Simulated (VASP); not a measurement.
Input of a VASP 6.6.1 run:

The input INCAR:

```
ALGO = Normal
EDIFF = 1E-7
ENCUT = 520
GGA = PS
ISIF = 2
ISMEAR = -1
LASPH = True
LCHARG = False
LREAL = False
LWAVE = False
NBANDS = 16
NELM = 60
PREC = Accurate
SIGMA = 0.08
```

The input KPOINTS:

```
k-points
0
Gamma
  8 8 8
```

Contents of POSCAR:

```
GaAs
1.0
    0.0000000000      2.8289864775      2.8289864775
    2.8289864775      0.0000000000      2.8289864775
    2.8289864775      2.8289864775      0.0000000000
Ga As
1 1
Direct
    0.0000000000      0.0000000000      0.0000000000
    0.7500000000      0.7500000000      0.7500000000
```

Potentials or basis: VASP PAW PBE potentials, release 64 (Ga_d, As).

Launch:

```console
$ cat potpaw_PBE.64/Ga_d/POTCAR potpaw_PBE.64/As/POTCAR > POTCAR
$ mpirun -np 1 vasp_std > vasp.out
```

**Question.** Predict the pressure.

**Answer.** 0.2 GPa.

**Question.** Predict the band gap on the k mesh.

**Answer.** 0.44 eV, direct.

Caveat: the PAW data sets were made with another functional, which shifts forces and pressure a little. A k mesh can miss the band edges.
